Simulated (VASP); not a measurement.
# KF (Fm-3m) in VASP: single point with r2SCAN

Aim: the single point of KF with r2SCAN.

Everything below comes from runs of VASP 6.6.1. Logs are shortened: lines on timing, memory, paths and dates and some standing lists are left out, and cuts for length are marked.

## Step 1: The cell of the first run

Symmetry: Fm-3m, No. 225, cubic system. Conventional cell: a = 5.347 Å, b = 5.347 Å, c = 5.347 Å, α = 90.00°, β = 90.00°, γ = 90.00°. Within 3.5 Å of K (site symmetry m-3m) lie 6 F at 2.67 Å. F (site symmetry m-3m) has 6 K at 2.67 Å within 3.5 Å.

## Step 2: Single point, r2SCAN

The input, POSCAR:

```
KF
1.0
    0.0000000000      2.6735000000      2.6735000000
    2.6735000000      0.0000000000      2.6735000000
    2.6735000000      2.6735000000      0.0000000000
K F
1 1
Direct
    0.0000000000      0.0000000000      0.0000000000
    0.5000000000      0.5000000000      0.5000000000
```

The input, INCAR.step1:

```
SYSTEM = KF
PREC     = Accurate       ! precision mode
ENCUT    = 520            ! plane-wave cutoff, eV
ISMEAR   = 0              ! smearing method
SIGMA    = 0.05           ! smearing width, eV
LREAL    = .False.        ! projectors in reciprocal space
LASPH    = .True.         ! aspherical terms in the spheres
NELM     = 80             ! most SCF steps
NBANDS   = 15             ! bands
GGA      = PE             ! functional
ALGO     = Normal         ! electronic algorithm
EDIFF    = 1E-4           ! SCF threshold, eV
LWAVE    = .True.         ! write WAVECAR
LCHARG   = .False.        ! write CHGCAR
```

The input, INCAR.step2:

```
SYSTEM = KF
PREC     = Accurate       ! precision mode
ENCUT    = 520            ! plane-wave cutoff, eV
EDIFF    = 1E-6           ! SCF threshold, eV
ISMEAR   = 0              ! smearing method
SIGMA    = 0.05           ! smearing width, eV
LREAL    = .False.        ! projectors in reciprocal space
LASPH    = .True.         ! aspherical terms in the spheres
NELM     = 80             ! most SCF steps
ALGO     = Normal         ! electronic algorithm
ISIF     = 2              ! what is computed and relaxed
LWAVE    = .False.        ! write WAVECAR
LCHARG   = .True.         ! write CHGCAR
METAGGA  = R2SCAN         ! meta-GGA
LMIXTAU  = .True.       
LELF     = .True.         ! ELF
LVHAR    = .True.       
NBANDS   = 15             ! bands
ISTART   = 1
```

The input, KPOINTS:

```
regular mesh
0
Gamma
  8 8 8
  0 0 0
```

Potentials or basis: VASP PAW PBE potentials, release 64 (K_sv, F).

Command:

```sh
cat potpaw_PBE.64/K_sv/POTCAR potpaw_PBE.64/F/POTCAR > POTCAR
cp INCAR.step1 INCAR
mpirun -np 1 vasp_std > vasp.out
cp INCAR.step2 INCAR
mpirun -np 1 vasp_std > vasp.out
```

OUTCAR:

```text
SYSTEM = KF
   PREC = Accurate
   ENCUT = 520
   EDIFF = 1E-6
   ISMEAR = 0
   LREAL = .False.
   LASPH = .True.
   NELM = 80
   ISIF = 2
   METAGGA = R2SCAN
   ISTART = 1

 ion  position               nearest neighbor table
   1  0.000  0.000  0.000-   2 2.67   2 2.67   2 2.67   2 2.67   2 2.67   2 2.67
   2  0.500  0.500  0.500-   1 2.67   1 2.67   1 2.67   1 2.67   1 2.67   1 2.67

  LATTYP: Found a face centered cubic cell.
 ALAT       =     5.3470000000

  Lattice vectors:

 A1 = (   0.0000000000,   2.6735000000,   2.6735000000)
 A2 = (   2.6735000000,   0.0000000000,   2.6735000000)
 A3 = (   2.6735000000,   2.6735000000,   0.0000000000)

Analysis of symmetry for initial positions (statically):
=====================================================================
 Subroutine PRICEL returns:
 Original cell was already a primitive cell.

 Routine SETGRP: Setting up the symmetry group for a
 face centered cubic supercell.

 Subroutine GETGRP returns: Found 48 space group operations
 (whereof 48 operations were pure point group operations)
 out of a pool of 48 trial point group operations.

The static configuration has the point symmetry O_h .

Analysis of symmetry for dynamics (positions and initial velocities):
=====================================================================
 Subroutine PRICEL returns:
 Original cell was already a primitive cell.

 Routine SETGRP: Setting up the symmetry group for a
 face centered cubic supercell.

 Subroutine GETGRP returns: Found 48 space group operations
 (whereof 48 operations were pure point group operations)
 out of a pool of 48 trial point group operations.

The dynamic configuration has the point symmetry O_h .

 Subroutine INISYM returns: Found 48 space group operations
 (whereof 48 operations are pure point group operations),
 and found     1 'primitive' translations

----------------------------------------------------------------------------------------

                                     Primitive cell

  volume of cell :      38.2182

  direct lattice vectors                    reciprocal lattice vectors
     0.000000000  2.673500000  2.673500000    -0.187020759  0.187020759  0.187020759
     2.673500000  0.000000000  2.673500000     0.187020759 -0.187020759  0.187020759
     2.673500000  2.673500000  0.000000000     0.187020759  0.187020759 -0.187020759

  length of vectors
     3.780899959  3.780899959  3.780899959     0.323929457  0.323929457  0.323929457

  position of ions in fractional coordinates (direct lattice)
     0.000000000  0.000000000  0.000000000
     0.500000000  0.500000000  0.500000000

  ion indices of the primitive-cell ions
   primitive index   ion index
                 1           1
                 2           2

----------------------------------------------------------------------------------------

 KPOINTS: regular mesh

Automatic generation of k-mesh.
 Grid dimensions read from file:
 generate k-points for:    8    8    8

 Generating k-lattice:

  Cartesian coordinates                     Fractional coordinates (reciprocal lattice)
    -0.023377595  0.023377595  0.023377595     0.125000000  0.000000000  0.000000000
     0.023377595 -0.023377595  0.023377595     0.000000000  0.125000000  0.000000000
     0.023377595  0.023377595 -0.023377595     0.000000000  0.000000000  0.125000000

  Length of vectors
     0.040491182  0.040491182  0.040491182

  Shift w.r.t. Gamma in fractional coordinates (k-lattice)
     0.000000000  0.000000000  0.000000000

 Subroutine IBZKPT returns following result:
 ===========================================

 Found     29 irreducible k-points:

 Following reciprocal coordinates:
            Coordinates               Weight
  0.000000  0.000000  0.000000      1.000000
  0.125000  0.000000  0.000000      8.000000
  0.250000  0.000000  0.000000      8.000000
  0.375000  0.000000  0.000000      8.000000
  0.500000  0.000000  0.000000      4.000000
  0.125000  0.125000  0.000000      6.000000
[... 16 lines left out ...]
  0.500000  0.250000  0.125000     48.000000
 -0.375000  0.250000  0.125000     24.000000
 [... further k-points ...]
   k-points           NKPTS =     29   k-points in BZ     NKDIM =     29   number of bands    NBANDS=     15
   number of dos      NEDOS =    301   number of ions     NIONS =      2
   total plane-waves  NPLWV =  21952
   dimension x,y,z NGX =    28 NGY =   28 NGZ =   28
   dimension x,y,z NGXF=    56 NGYF=   56 NGZF=   56
   ions per type =               1   1
   NGX,Y,Z   is equivalent  to a cutoff of  12.31, 12.31, 12.31 a.u.
   NGXF,Y,Z  is equivalent  to a cutoff of  24.62, 24.62, 24.62 a.u.
 SYSTEM =  KF
   PREC   = accura    normal or accurate (medium, high low for compatibility)
   ISTART =      1    job   : 0-new  1-cont  2-samecut
   ICHARG =      0    charge: 1-file 2-atom 10-const
   ISPIN  =      1    spin polarized calculation?
   LNONCOLLINEAR =      F non collinear calculations
   LSORBIT =      F    spin-orbit coupling
   LASPH  =      T    aspherical Exc in radial PAW
   ENCUT  =  520.0 eV  38.22 Ry    6.18 a.u.   7.03  7.03  7.03*2*pi/ulx,y,z
   NELM   =     80;   NELMIN=  2; NELMDL=  0     # of ELM steps
   EDIFF  = 0.1E-05   stopping-criterion for ELM
   LREAL  =      F    real-space projection
   EDIFFG = 0.1E-04   stopping-criterion for IOM
   NSW    =      0    number of steps for IOM
   IBRION =     -1    ionic relax: 0-MD 1-quasi-New 2-CG
   NFREE  =      0    steps in history (QN), initial steepest desc. (CG)
   ISIF   =      2    stress and relaxation
   ISYM   =      2    0-nonsym 1-usesym 2-fastsym
   POTIM  = 0.5000    time-step for ionic-motion
   TEBEG  =    0.0;   TEEND  =   0.0 temperature during run
   PSTRESS=    0.0 pullay stress
   NELECT =      16.0000    total number of electrons
   NUPDOWN=      -1.0000    fix difference up-down
   EMIN   =  10.00;   EMAX   =-10.00  energy-range for DOS
   EFERMI =   0.00;   METHOD = LEGACY
   ISMEAR =     0;   SIGMA  =   0.05  broadening in eV -4-tet -1-fermi 0-gaus
   EFERMI_NEDOS =   21; number of points for ismear=-14 and -15
   IALGO  =     38    algorithm
   IMIX   =      4    mixing-type and parameters
     AMIX     =   0.40;   BMIX     =  1.00
     AMIX_MAG =   1.60;   BMIX_MAG =  1.00
  volume/ion in A,a.u.               =      19.11       128.95
  Fermi-wavevector in a.u.,A,eV,Ry     =   1.224686  2.314320 20.406766  1.499855
  Thomas-Fermi vector in A             =   2.359751
   LORBIT       =      0    0 simple, 1 ext, 2 COOP (PROOUT), +10 PAW based schemes
   METAGGA = R2SCAN    functional components
   LHFCALC =     F    Hartree Fock is set to
   AEXX    =    0.0000 exact exchange contribution
   IVDW    =     0    specifies the selected vdW correction
   LEPSILON=     F    determine dielectric tensor
   LRPA    =     F    only Hartree local field effects (RPA)
 non-spin polarized calculation
 Gauss-broadening in eV      SIGMA  =   0.05
  energy-cutoff  :      520.00
  volume of cell :       38.22
 maximum number of plane-waves:      1056
   NGX = 13   NGY = 13   NGZ = 13

 number of electron      16.0000001 magnetization

 Free energy of the ion-electron system (eV)
  ---------------------------------------------------
  ext. energy  EPLUGINS =         0.00000000
  ---------------------------------------------------
  free energy    TOTEN  =       -14.97263969 eV

  energy without entropy =      -14.97263969  energy(sigma->0) =      -14.97263969

 E-fermi :  -3.1419     XC(G=0):  -8.8893

 val. band max:       -3.3543194021   @ k =   0.0000   0.0000   0.0000
 cond. band min:       3.4654157764   @ k =   0.0000   0.0000   0.0000
 fundamental gap:      6.8197351784
 Fermi energy:        -3.1419179017

 k-point     1 :       0.0000    0.0000    0.0000
  band No.  band energies     occupation
      1     -30.4833      2.00000
      2     -23.1422      2.00000
      3     -12.9702      2.00000
      4     -12.9702      2.00000
      5     -12.9702      2.00000
      6      -3.3543      2.00000
      7      -3.3543      2.00000
      8      -3.3543      2.00000
      9       3.4654      0.00000
     10       8.0936      0.00000
     11       8.0936      0.00000
     12       8.0936      0.00000
     13       9.9519      0.00000
     14       9.9519      0.00000
     15      13.8225      0.00000

 k-point     2 :       0.1250    0.0000    0.0000
  band No.  band energies     occupation
      1     -30.4697      2.00000
      2     -23.1553      2.00000
      3     -13.0107      2.00000
      4     -12.9755      2.00000
      5     -12.9754      2.00000
      6      -3.4865      2.00000
      7      -3.4049      2.00000
      8      -3.4049      2.00000
      9       3.8968      0.00000
     10       7.7931      0.00000
     11       8.3097      0.00000
     12       8.3097      0.00000
     13      10.0970      0.00000
     14      10.0970      0.00000
     15      14.6423      0.00000

 k-point     3 :       0.2500    0.0000    0.0000
  band No.  band energies     occupation
      1     -30.4366      2.00000
      2     -23.1854      2.00000
      3     -13.1077      2.00000
      4     -12.9879      2.00000
      5     -12.9879      2.00000
      6      -3.7706      2.00000
      7      -3.5245      2.00000
      8      -3.5245      2.00000
      9       4.9742      0.00000
     10       7.3856      0.00000
     11       8.8493      0.00000
     12       8.8494      0.00000
     13      10.5462      0.00000
     14      10.5462      0.00000
     15      15.9138      0.00000
[... 343 lines left out ...]
 k-point    23 :       0.5000    0.2500    0.1250
  band No.  band energies     occupation
      1     -30.3886      2.00000
      2     -23.2025      2.00000
      3     -13.2423      2.00000
      4     -13.1652      2.00000
      5     -13.0334      2.00000
      6      -3.8951      2.00000
      7      -3.6411      2.00000
      8      -3.5074      2.00000
      9       6.4906      0.00000
     10       6.9176      0.00000
     11       9.2700      0.00000
     12      10.0593      0.00000
     13      11.0927      0.00000
     14      12.0578      0.00000
     15      13.9513      0.00000

 k-point    24 :      -0.3750    0.2500    0.1250
  band No.  band energies     occupation
      1     -30.3780      2.00000
      2     -23.2078      2.00000
      3     -13.2857      2.00000
      4     -13.1809      2.00000
      5     -13.0412      2.00000
      6      -3.9011      2.00000
      7      -3.6224      2.00000
      8      -3.5999      2.00000
      9       6.6441      0.00000
     10       7.3459      0.00000
     11       9.2233      0.00000
     12      10.2333      0.00000
     13      11.5778      0.00000
     14      12.5914      0.00000
     15      13.0071      0.00000

 [... further k-points ...]

------------------------ aborting loop because EDIFF is reached ----------------------------------------

  FORCE on cell =-STRESS in cart. coord.  units (eV):
  Direction    XX          YY          ZZ          XY          YZ          ZX
  --------------------------------------------------------------------------------------
  -------------------------------------------------------------------------------------
  Total       -0.1419982     -0.1419982     -0.1419982      0.0000000      0.0000000      0.0000000
  in kB       -5.9528235     -5.9528235     -5.9528235      0.0000000      0.0000000      0.0000000
  external PRESSURE =      -5.9528235 kB  Pullay stress =       0.0000000 kB

 VOLUME and BASIS-vectors are now :
 -----------------------------------------------------------------------------
  energy-cutoff  :      520.00
  volume of cell :       38.22
      direct lattice vectors                 reciprocal lattice vectors
     0.000000000  2.673500000  2.673500000    -0.187020759  0.187020759  0.187020759
     2.673500000  0.000000000  2.673500000     0.187020759 -0.187020759  0.187020759
     2.673500000  2.673500000  0.000000000     0.187020759  0.187020759 -0.187020759

 POSITION                                       TOTAL-FORCE (eV/Angst)
 -----------------------------------------------------------------------------------
      0.00000      0.00000      0.00000         0.000000     -0.000000      0.000000
      2.67350      2.67350      2.67350        -0.000000      0.000000     -0.000000
 -----------------------------------------------------------------------------------
    total drift:                                0.000000      0.000000      0.000000

  FREE ENERGIE OF THE ION-ELECTRON SYSTEM (eV)
  ---------------------------------------------------
  free  energy   TOTEN  =       -14.9726396916 eV

  energy  without entropy=      -14.9726396916  energy(sigma->0) =      -14.97263969
```

Run time: 52 s. Hardware: 1 thread of Intel Xeon Platinum 8488C (Sapphire Rapids), shared host; peak memory 0.17 GiB.

Results:

* Free energy: -14.9726 eV
* Pressure: -0.6 GPa
* Band gap on the k mesh: 6.82 eV, direct

Levels at points of the mesh, in eV from the valence-band top:
```
           k point  band 5  band 6  band 7  band 8  band 9  band 10  band 11  band 12
(0.00, 0.00, 0.00)   -9.62    0.00    0.00    0.00    6.82    11.45    11.45    11.45
(0.50, 0.00, 0.00)   -9.65   -0.76   -0.33   -0.33    9.67    11.23    12.92    12.92
(0.50, 0.50, 0.00)   -9.82   -0.21   -0.05   -0.05    8.76    11.21    12.41    14.62
```

Caveat: the PAW data sets were made with another functional, which shifts forces and pressure a little.
